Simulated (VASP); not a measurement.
Write the native input for VASP 6.6.1 that does the following.

| Quantity | Value |
| --- | --- |
| Task | single point |
| Functional | LDA |
| Potentials or basis | VASP PAW LDA potentials, release 64 (La, Mg) |
| Cutoff | 520 eV |
| k mesh | 5 × 5 × 5 |
| Occupations | methfessel-paxton, width 0.15 eV |
| Spin | no spin polarisation |
| Dipole correction | no |
| Further INCAR settings | ALGO = Normal; EDIFF = 1e-06; NBANDS = 16 |

The structure of LaMg3 lies in POSCAR:

```
LaMg3
1.0
    4.7526530000      0.0000000000      0.0000000000
    0.0000000000      4.7526530000      0.0000000000
    0.0000000000      0.0000000000      4.9668650000
La Mg
1 3
Direct
    0.0000000000      0.0000000000      0.0000000000
    0.5000000000      0.0000000000      0.5000000000
    0.5000000000      0.5000000000      0.0000000000
    0.0000000000      0.5000000000      0.5000000000
```

The input as run:

INCAR

```
SYSTEM = LaMg3
PREC = Accurate
ENCUT = 520
EDIFF = 1E-6
ISMEAR = 1
SIGMA = 0.15
LREAL = .FALSE.
LASPH = .TRUE.
NELM = 60
ALGO = Normal
ISIF = 2
LWAVE = .FALSE.
LCHARG = .FALSE.
GGA = CA
NBANDS = 16
```

KPOINTS

```
regular mesh
0
G
  5 5 5
  0 0 0
```

Potentials or basis: VASP PAW LDA potentials, release 64 (La, Mg).

Launch:

```sh
$ cat potpaw_LDA.64/La/POTCAR potpaw_LDA.64/Mg/POTCAR > POTCAR
$ mpirun -np 1 vasp_std > vasp.out
```

It gave:

The pressure is -2.6 GPa.

It took 22 s on 1 thread of Intel(R) Xeon(R) Platinum 8375C CPU @ 2.90GHz (Ice Lake), on a shared host, peak memory 0.2 GiB.
